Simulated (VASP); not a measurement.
A run of VASP 6.6.1:

File INCAR:

```
ALGO = Fast ; EDIFF = 1E-6
ENCUT = 520 ; GGA = PS
ISIF = 2 ; ISMEAR = 0
LASPH = True ; LCHARG = True
LELF = True ; LREAL = False
LVHAR = True ; LWAVE = False
NBANDS = 22 ; NELM = 100
PREC = Accurate ; SIGMA = 0.1
```

File KPOINTS:

```
k-points
0
Gamma
  10 10 14
```

File POSCAR:

```
ScAl
1.0
    3.2714626502     -3.7982173045      0.0000000000
    3.2714626502      3.7982173045      0.0000000000
    0.0000000000      0.0000000000      3.1418539687
Sc Al
2 2
Direct
    0.2256635657      0.7743364343      0.5000000000
    0.7743364343      0.2256635657      0.5000000000
    0.7135230126      0.7135230126      0.0000000000
    0.2864769874      0.2864769874      0.0000000000
```

Potentials or basis: VASP PAW PBE potentials, release 64 (Sc_sv, Al).

Command:

```console
$ cat potpaw_PBE.64/Sc_sv/POTCAR potpaw_PBE.64/Al/POTCAR > POTCAR
$ mpirun -np 1 vasp_std > vasp.out
```

Hardware: 1 thread of Intel(R) Xeon(R) Platinum 8488C (Sapphire Rapids) (shared host).

Question: How long does it take, and how much memory?

Answer: Run time: 5.8 min on 1 thread of Intel(R) Xeon(R) Platinum 8488C (Sapphire Rapids) (shared host), peak memory 0.47 GiB. Counts: scf iterations 16, k points 248.
